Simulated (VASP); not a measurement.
# CuPbF (P4/nmm) in VASP: single point with r2SCAN+U

Aim: the single point of CuPbF with r2SCAN+U.

Program: VASP 6.6.1. These are calculated values, not measurements. Logs are shortened: lines on timing, memory, paths and dates and some standing lists are left out, and cuts for length are marked.

## 1. The cell of the first run

It takes space group P4/nmm (No. 129, tetragonal). Conventional cell: a = 3.601 Å, b = 3.601 Å, c = 8.077 Å, α = 90.00°, β = 90.00°, γ = 90.00°. Within 3.3 Å of Pb (site symmetry 4mm) lie 4 F at 2.48 Å and 5 Cu at 2.77 to 3.17 Å. F (site symmetry -4m2) has 4 Pb at 2.48 Å and 4 F at 2.55 Å within 3.3 Å. Cu (site symmetry 4mm) has 8 Cu at 2.70 to 3.60 Å and 5 Pb at 2.77 to 3.17 Å within 3.7 Å.

## 2. Single point, r2SCAN+U, collinear spin, zero start

POSCAR

```
CuPbF
1.0
    3.6014601923      0.0000000000      0.0000000000
    0.0000000000      3.6014601923      0.0000000000
    0.0000000000      0.0000000000      8.0767167652
Pb F Cu
2 2 2
Direct
    0.0000000000      0.5000000000      0.2117928228
    0.5000000000      0.0000000000      0.7882071772
    0.0000000000      0.0000000000      0.0000000000
    0.5000000000      0.5000000000      0.0000000000
    0.0000000000      0.5000000000      0.5547305331
    0.5000000000      0.0000000000      0.4452694669
```

INCAR.step1

```
SYSTEM = CuPbF
PREC     = Accurate       ! precision mode
ENCUT    = 520            ! plane-wave cutoff, eV
ISMEAR   = -1             ! smearing method
SIGMA    = 0.1            ! smearing width, eV
LREAL    = .FALSE.        ! projectors in reciprocal space
LASPH    = .TRUE.         ! aspherical terms in the spheres
NELM     = 150            ! most SCF steps
ISPIN    = 2              ! spin polarisation
MAGMOM   = 0 0 0 0 0 0    ! initial moments
LMAXMIX  = 4              ! l up to which the mixer works
LDAU     = .TRUE.         ! DFT+U
LDAUTYPE = 2            
LDAUL    = -1 -1 2        ! shell
LDAUU    = 0 0 2.06       ! U, eV
LDAUJ    = 0 0 0        
NBANDS   = 45             ! bands
GGA      = PE             ! functional
ALGO     = Normal         ! electronic algorithm
EDIFF    = 1E-4           ! SCF threshold, eV
LWAVE    = .TRUE.         ! write WAVECAR
LCHARG   = .FALSE.        ! write CHGCAR
```

INCAR.step2

```
SYSTEM = CuPbF
PREC     = Accurate       ! precision mode
ENCUT    = 520            ! plane-wave cutoff, eV
EDIFF    = 1E-6           ! SCF threshold, eV
ISMEAR   = -1             ! smearing method
SIGMA    = 0.1            ! smearing width, eV
LREAL    = .FALSE.        ! projectors in reciprocal space
LASPH    = .TRUE.         ! aspherical terms in the spheres
NELM     = 150            ! most SCF steps
ALGO     = Normal         ! electronic algorithm
ISIF     = 2              ! what is computed and relaxed
LWAVE    = .FALSE.        ! write WAVECAR
LCHARG   = .FALSE.        ! write CHGCAR
ISPIN    = 2              ! spin polarisation
MAGMOM   = 0 0 0 0 0 0    ! initial moments
LORBIT   = 11             ! projections on sites
LMAXMIX  = 4              ! l up to which the mixer works
LDAU     = .TRUE.         ! DFT+U
LDAUTYPE = 2            
LDAUL    = -1 -1 2        ! shell
LDAUU    = 0 0 2.06       ! U, eV
LDAUJ    = 0 0 0        
LDAUPRINT= 1            
METAGGA  = R2SCAN         ! meta-GGA
LMIXTAU  = .TRUE.       
NBANDS   = 45             ! bands
ISTART   = 1
```

KPOINTS

```
regular mesh
0
G
  6 6 4
  0 0 0
```

Potentials or basis: VASP PAW PBE potentials, release 64 (Pb_d, F, Cu).

Run with:

```sh
cat potpaw_PBE.64/Pb_d/POTCAR potpaw_PBE.64/F/POTCAR potpaw_PBE.64/Cu/POTCAR > POTCAR
cp INCAR.step1 INCAR
mpirun -np 1 vasp_std > vasp.out
cp INCAR.step2 INCAR
mpirun -np 1 vasp_std > vasp.out
```

OUTCAR:

```text
SYSTEM = CuPbF
   PREC = Accurate
   ENCUT = 520
   EDIFF = 1E-6
   ISMEAR = -1
   LREAL = .FALSE.
   LASPH = .TRUE.
   NELM = 150
   ISIF = 2
   ISPIN = 2
   LORBIT = 11
   METAGGA = R2SCAN
   ISTART = 1

 ion  position               nearest neighbor table
   1  0.000  0.500  0.212-   3 2.48   4 2.48   3 2.48   4 2.48   5 2.77   6 3.17   6 3.17   6 3.17
                             6 3.17
   2  0.500  0.000  0.788-   3 2.48   4 2.48   4 2.48   3 2.48   6 2.77   5 3.17   5 3.17   5 3.17
                             5 3.17
   3  0.000  0.000  0.000-   1 2.48   2 2.48   1 2.48   2 2.48
   4  0.500  0.500  0.000-   1 2.48   2 2.48   2 2.48   1 2.48
   5  0.000  0.500  0.555-   6 2.70   6 2.70   6 2.70   6 2.70   1 2.77   2 3.17   2 3.17   2 3.17
                             2 3.17
   6  0.500  0.000  0.445-   5 2.70   5 2.70   5 2.70   5 2.70   2 2.77   1 3.17   1 3.17   1 3.17
                             1 3.17

  LATTYP: Found a simple tetragonal cell.
 ALAT       =     3.6014601923
 C/A-ratio  =     2.2426228068

  Lattice vectors:

 A1 = (   3.6014601923,   0.0000000000,   0.0000000000)
 A2 = (   0.0000000000,   3.6014601923,   0.0000000000)
 A3 = (   0.0000000000,   0.0000000000,   8.0767167652)

Analysis of symmetry for initial positions (statically):
=====================================================================
 Subroutine PRICEL returns:
 Original cell was already a primitive cell.

 Routine SETGRP: Setting up the symmetry group for a
 simple tetragonal supercell.

 Subroutine GETGRP returns: Found 16 space group operations
 (whereof  8 operations were pure point group operations)
 out of a pool of 16 trial point group operations.

The static configuration has the point symmetry D_2d.
 The point group associated with its full space group is D_4h.

Analysis of symmetry for dynamics (positions and initial velocities):
=====================================================================
 Subroutine PRICEL returns:
 Original cell was already a primitive cell.

 Routine SETGRP: Setting up the symmetry group for a
 simple tetragonal supercell.

 Subroutine GETGRP returns: Found 16 space group operations
 (whereof  8 operations were pure point group operations)
 out of a pool of 16 trial point group operations.

The dynamic configuration has the point symmetry D_2d.
 The point group associated with its full space group is D_4h.

Analysis of structural, dynamic, and magnetic symmetry:
=====================================================================
 Subroutine PRICEL returns:
 Original cell was already a primitive cell.

 Routine SETGRP: Setting up the symmetry group for a
 simple tetragonal supercell.

 Subroutine GETGRP returns: Found 16 space group operations
 (whereof  8 operations were pure point group operations)
 out of a pool of 16 trial point group operations.

The overall configuration has the point symmetry D_2d.
 The point group associated with its full space group is D_4h.

 Subroutine INISYM returns: Found 16 space group operations
 (whereof  8 operations are pure point group operations),
 and found     1 'primitive' translations

----------------------------------------------------------------------------------------

                                     Primitive cell

  volume of cell :     104.7592

  direct lattice vectors                    reciprocal lattice vectors
     3.601460192  0.000000000  0.000000000     0.277665154  0.000000000  0.000000000
[... 156 lines left out ...]
  0.0000  0.0000  0.0000 -0.0000  0.9469

 occupancies and eigenvectors

  o =  0.9185  v =  1.0000  0.0000  0.0000  0.0000  0.0000  0.0000  0.0000  0.0000  0.0000  0.0000      0.0000  0.0000  0.0000  0.0000  0.0000  0.0000  0.0000  0.0000  0.0000  0.0000
  o =  0.9185  v =  0.0000  0.0000  0.0000  0.0000  0.0000  1.0000  0.0000  0.0000  0.0000  0.0000      0.0000  0.0000  0.0000  0.0000  0.0000  0.0000  0.0000  0.0000  0.0000  0.0000
  o =  0.9320  v =  0.0000  0.0000  0.0000  0.0000  0.0000  0.0000 -0.7689 -0.0000  0.6393  0.0000      0.0000  0.0000  0.0000  0.0000  0.0000  0.0000  0.0000  0.0000  0.0000  0.0000
  o =  0.9320  v =  0.0000  0.0000  0.0000  0.0000  0.0000  0.0000 -0.6393 -0.0000 -0.7689  0.0000      0.0000  0.0000  0.0000  0.0000  0.0000  0.0000  0.0000  0.0000  0.0000  0.0000
  o =  0.9320  v =  0.0000  0.4209 -0.0000 -0.9071  0.0000  0.0000  0.0000  0.0000  0.0000  0.0000      0.0000  0.0000  0.0000  0.0000  0.0000  0.0000  0.0000  0.0000  0.0000  0.0000
  o =  0.9320  v =  0.0000  0.9071  0.0000  0.4209  0.0000  0.0000  0.0000  0.0000  0.0000  0.0000      0.0000  0.0000  0.0000  0.0000  0.0000  0.0000  0.0000  0.0000  0.0000  0.0000
  o =  0.9350  v =  0.0000  0.0000  0.0000  0.0000  0.0000  0.0000  0.0000 -1.0000 -0.0000  0.0000      0.0000  0.0000  0.0000  0.0000  0.0000  0.0000  0.0000  0.0000  0.0000  0.0000
  o =  0.9350  v =  0.0000  0.0000  1.0000 -0.0000  0.0000  0.0000  0.0000  0.0000  0.0000  0.0000      0.0000  0.0000  0.0000  0.0000  0.0000  0.0000  0.0000  0.0000  0.0000  0.0000
  o =  0.9469  v =  0.0000 -0.0000 -0.0000 -0.0000  1.0000  0.0000  0.0000  0.0000  0.0000  0.0000      0.0000  0.0000  0.0000  0.0000  0.0000  0.0000  0.0000  0.0000  0.0000  0.0000
  o =  0.9469  v =  0.0000  0.0000  0.0000  0.0000  0.0000  0.0000  0.0000  0.0000 -0.0000  1.0000      0.0000  0.0000  0.0000  0.0000  0.0000  0.0000  0.0000  0.0000  0.0000  0.0000

atom =   6  type =  3  l = 2

 onsite density matrix

spin component  1

  0.9185  0.0000  0.0000  0.0000  0.0000
  0.0000  0.9320 -0.0000 -0.0000 -0.0000
  0.0000 -0.0000  0.9350 -0.0000 -0.0000
  0.0000 -0.0000 -0.0000  0.9320  0.0000
  0.0000 -0.0000 -0.0000  0.0000  0.9469

spin component  2

  0.9185  0.0000 -0.0000  0.0000  0.0000
  0.0000  0.9320 -0.0000  0.0000 -0.0000
 -0.0000 -0.0000  0.9350 -0.0000 -0.0000
  0.0000  0.0000 -0.0000  0.9320 -0.0000
  0.0000 -0.0000 -0.0000 -0.0000  0.9469

 occupancies and eigenvectors

  o =  0.9185  v =  1.0000  0.0000  0.0000  0.0000  0.0000  0.0000  0.0000  0.0000  0.0000  0.0000      0.0000  0.0000  0.0000  0.0000  0.0000  0.0000  0.0000  0.0000  0.0000  0.0000
  o =  0.9185  v =  0.0000  0.0000  0.0000  0.0000  0.0000  1.0000  0.0000  0.0000  0.0000  0.0000      0.0000  0.0000  0.0000  0.0000  0.0000  0.0000  0.0000  0.0000  0.0000  0.0000
  o =  0.9320  v =  0.0000  0.0000  0.0000  0.0000  0.0000  0.0000 -0.9964  0.0000 -0.0845 -0.0000      0.0000  0.0000  0.0000  0.0000  0.0000  0.0000  0.0000  0.0000  0.0000  0.0000
  o =  0.9320  v =  0.0000  0.0000  0.0000  0.0000  0.0000  0.0000 -0.0845  0.0000  0.9964 -0.0000      0.0000  0.0000  0.0000  0.0000  0.0000  0.0000  0.0000  0.0000  0.0000  0.0000
  o =  0.9320  v =  0.0000 -0.0407  0.0000  0.9992  0.0000  0.0000  0.0000  0.0000  0.0000  0.0000      0.0000  0.0000  0.0000  0.0000  0.0000  0.0000  0.0000  0.0000  0.0000  0.0000
  o =  0.9320  v =  0.0000  0.9992 -0.0000  0.0407 -0.0000  0.0000  0.0000  0.0000  0.0000  0.0000      0.0000  0.0000  0.0000  0.0000  0.0000  0.0000  0.0000  0.0000  0.0000  0.0000
  o =  0.9350  v =  0.0000  0.0000  0.0000  0.0000  0.0000  0.0000  0.0000  1.0000 -0.0000  0.0000      0.0000  0.0000  0.0000  0.0000  0.0000  0.0000  0.0000  0.0000  0.0000  0.0000
  o =  0.9350  v =  0.0000 -0.0000 -1.0000  0.0000 -0.0000  0.0000  0.0000  0.0000  0.0000  0.0000      0.0000  0.0000  0.0000  0.0000  0.0000  0.0000  0.0000  0.0000  0.0000  0.0000
  o =  0.9469  v =  0.0000  0.0000 -0.0000 -0.0000  1.0000  0.0000  0.0000  0.0000  0.0000  0.0000      0.0000  0.0000  0.0000  0.0000  0.0000  0.0000  0.0000  0.0000  0.0000  0.0000
  o =  0.9469  v =  0.0000  0.0000  0.0000  0.0000  0.0000  0.0000 -0.0000 -0.0000  0.0000  1.0000      0.0000  0.0000  0.0000  0.0000  0.0000  0.0000  0.0000  0.0000  0.0000  0.0000

 number of electron      63.9999959 magnetization      -0.0000000

 Free energy of the ion-electron system (eV)
  ---------------------------------------------------
  ext. energy  EPLUGINS =         0.00000000
  ---------------------------------------------------
  free energy    TOTEN  =      -143.82198592 eV

  energy without entropy =     -143.77189920  energy(sigma->0) =     -143.79694256

 E-fermi :   6.3540     XC(G=0): -11.2952

 val. band max:        6.2852370330   @ k =   0.3333   0.3333   0.0000
 cond. band min:       6.3560600531   @ k =   0.3333   0.1667   0.0000
 fundamental gap:      0.0708230200
 Fermi energy:         6.3540361257

 spin component 1

 k-point     1 :       0.0000    0.0000    0.0000
  band No.  band energies     occupation
      1     -19.6802      1.00000
      2     -18.6467      1.00000
      3     -11.9379      1.00000
      4     -11.8080      1.00000
      5     -11.8064      1.00000
      6     -11.7950      1.00000
[... 2249 lines left out ...]
     43      15.8975      0.00000
     44      15.8975      0.00000

 [... further k-points ...]

 [bands above 44 left out]

------------------------ aborting loop because EDIFF is reached ----------------------------------------

  FORCE on cell =-STRESS in cart. coord.  units (eV):
  Direction    XX          YY          ZZ          XY          YZ          ZX
  --------------------------------------------------------------------------------------
  -------------------------------------------------------------------------------------
  Total       -0.0277903     -0.0277903     -0.0760180      0.0000000      0.0000000      0.0000000
  in kB       -0.4250223     -0.4250223     -1.1626126      0.0000000      0.0000000      0.0000000
  external PRESSURE =      -0.6708858 kB  Pullay stress =       0.0000000 kB

 VOLUME and BASIS-vectors are now :
 -----------------------------------------------------------------------------
  energy-cutoff  :      520.00
  volume of cell :      104.76
      direct lattice vectors                 reciprocal lattice vectors
     3.601460192  0.000000000  0.000000000     0.277665154  0.000000000  0.000000000
     0.000000000  3.601460192  0.000000000     0.000000000  0.277665154  0.000000000
     0.000000000  0.000000000  8.076716765     0.000000000  0.000000000  0.123812686

 POSITION                                       TOTAL-FORCE (eV/Angst)
 -----------------------------------------------------------------------------------
      0.00000      1.80073      1.71059         0.000000      0.000000      0.095579
      1.80073      0.00000      6.36613         0.000000     -0.000000     -0.095579
      0.00000      0.00000      0.00000         0.000000      0.000000     -0.000000
      1.80073      1.80073      0.00000         0.000000     -0.000000     -0.000000
      0.00000      1.80073      4.48040        -0.000000      0.000000      0.017645
      1.80073      0.00000      3.59632         0.000000      0.000000     -0.017645
 -----------------------------------------------------------------------------------
    total drift:                                0.000000      0.000000      0.000000

  FREE ENERGIE OF THE ION-ELECTRON SYSTEM (eV)
  ---------------------------------------------------
  free  energy   TOTEN  =      -143.8219859215 eV

  energy  without entropy=     -143.7718991959  energy(sigma->0) =     -143.79694256

 total charge

# of ion       s       p       d       tot
------------------------------------------
    1        1.417   0.539   9.850  11.807
    2        1.417   0.539   9.850  11.807
    3        1.753   4.356   0.000   6.110
    4        1.753   4.356   0.000   6.110
    5        0.429   0.200   9.310   9.939
    6        0.429   0.200   9.310   9.939
--------------------------------------------------
tot          7.200  10.192  38.320  55.712

 magnetization (x)

# of ion       s       p       d       tot
------------------------------------------
    1        0.000   0.000  -0.000   0.000
    2        0.000   0.000  -0.000   0.000
    3        0.000   0.000   0.000   0.000
    4        0.000   0.000   0.000   0.000
    5        0.000  -0.000  -0.000  -0.000
    6        0.000  -0.000  -0.000  -0.000
--------------------------------------------------
tot          0.000   0.000  -0.000   0.000
```

It took 25 min on 1 thread of Intel Xeon 8259CL, shared host; peak memory 0.4 GiB.

Results:

| Item | Value |
| --- | --- |
| Free energy | -143.8220 eV |
| Pressure | -0.1 GPa |
| Largest force | 0.096 eV/Å |
| Band gap on the k mesh | zero (filled and empty bands overlap) |
| Net moment | 0.00 μB per cell |
| Valence electrons inside the program's atomic spheres | Pb 11.81; F 6.11; Cu 9.94 |

Forces in eV/Å, atoms in the order of the input:
```
Pb   0.000  0.000  0.096
Pb   0.000  0.000 -0.096
F    0.000  0.000  0.000
F    0.000  0.000  0.000
Cu   0.000  0.000  0.018
Cu   0.000  0.000 -0.018
```

Eigenvalues of the final occupation matrices:
| site | spin | trace | eigenvalues |
| --- | --- | --- | --- |
| site 5 d | 1 | 4.66 | 0.92 0.93 0.93 0.94 0.95 |
| site 5 d | 2 | 4.66 | 0.92 0.93 0.93 0.94 0.95 |
| site 6 d | 1 | 4.66 | 0.92 0.93 0.93 0.94 0.95 |
| site 6 d | 2 | 4.66 | 0.92 0.93 0.93 0.94 0.95 |

Caveat: the PAW data sets were made with another functional, which shifts forces and pressure a little; spin-orbit coupling is left out, which moves the levels of the heavy elements.
